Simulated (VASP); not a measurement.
Set up this calculation in VASP 6.6.1, as the native input.

- Task: single point
- Functional: PBE
- Potentials or basis: VASP PAW PBE potentials, release 64 (Si, As)
- Cutoff: 520 eV
- k mesh: 4 × 4 × 4
- Occupations: gaussian, width 0.1 eV
- Spin: no spin polarisation
- Dipole correction: no
- Further INCAR settings: ALGO = Normal; EDIFF = 1e-06; NBANDS = 18

The structure of SiAs3 lies in POSCAR:

```
SiAs3
1.0
   -2.9810312100      2.9810312100      2.9810312100
    2.9810312100     -2.9810312100      2.9810312100
    2.9810312100      2.9810312100     -2.9810312100
Si As
1 3
Direct
    0.0000000000      0.0000000000      0.0000000000
    0.0000000000      0.5000000000      0.5000000000
    0.5000000000      0.0000000000      0.5000000000
    0.5000000000      0.5000000000      0.0000000000
```

The input as run:

INCAR

```
SYSTEM = SiAs3
PREC = Accurate ; ENCUT = 520
EDIFF = 1E-6 ; ISMEAR = 0
SIGMA = 0.1 ; LREAL = .False.
LASPH = .True. ; NELM = 100
ALGO = Normal ; ISIF = 2
LWAVE = .False. ; LCHARG = .True.
GGA = PE ; LELF = .True.
LVHAR = .True. ; NBANDS = 18
```

KPOINTS

```
Automatic mesh
0
Gamma
  4 4 4
  0 0 0
```

Potentials or basis: VASP PAW PBE potentials, release 64 (Si, As).

Run with:

```console
$ cat potpaw_PBE.64/Si/POTCAR potpaw_PBE.64/As/POTCAR > POTCAR
$ mpirun -np 1 vasp_std > vasp.out
```

Results of the run:

* Pressure: -13.0 GPa

Caveat: the k points lie up to 0.37 Å⁻¹ apart.

Run time: 7.5 s on 1 thread of AMD EPYC 9R45 (Zen 5), with other jobs on the host, peak memory 0.19 GiB.
